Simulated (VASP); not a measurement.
Here is a VASP 6.6.1 calculation.

The input INCAR:

```
  ALGO = Normal
  EDIFF = 1E-6
  ENCUT = 520
  GGA = PE
  ISIF = 2
  ISMEAR = -1
  LASPH = T
  LCHARG = F
  LREAL = F
  LWAVE = F
  NBANDS = 20
  NELM = 100
  PREC = Accurate
  SIGMA = 0.02
```

Contents of KPOINTS:

```
k-points
0
Gamma
  4 4 4
```

POSCAR

```
Te2Pb
1.0
    0.0000000000      3.7966139269      3.7966139269
    3.7966139269      0.0000000000      3.7966139269
    3.7966139269      3.7966139269      0.0000000000
Pb Te
1 2
Direct
    0.0000000000      0.0000000000      0.0000000000
    0.2500000000      0.2500000000      0.2500000000
    0.7500000000      0.7500000000      0.7500000000
```

Potentials or basis: VASP PAW PBE potentials, release 64 (Pb_d, Te).

Launch:

```bash
$ cat potpaw_PBE.64/Pb_d/POTCAR potpaw_PBE.64/Te/POTCAR > POTCAR
$ mpirun -np 1 vasp_std > vasp.out
```

(1) Estimate the band gap on the k mesh.

(2) What does it give for the pressure?

Answers

(1) zero (band 13 reaches 5.47 eV, above the bottom of band 14 at 3.62 eV).

(2) 0.4 GPa.

Caveat: spin-orbit coupling is left out, which moves the levels of the heavy elements.
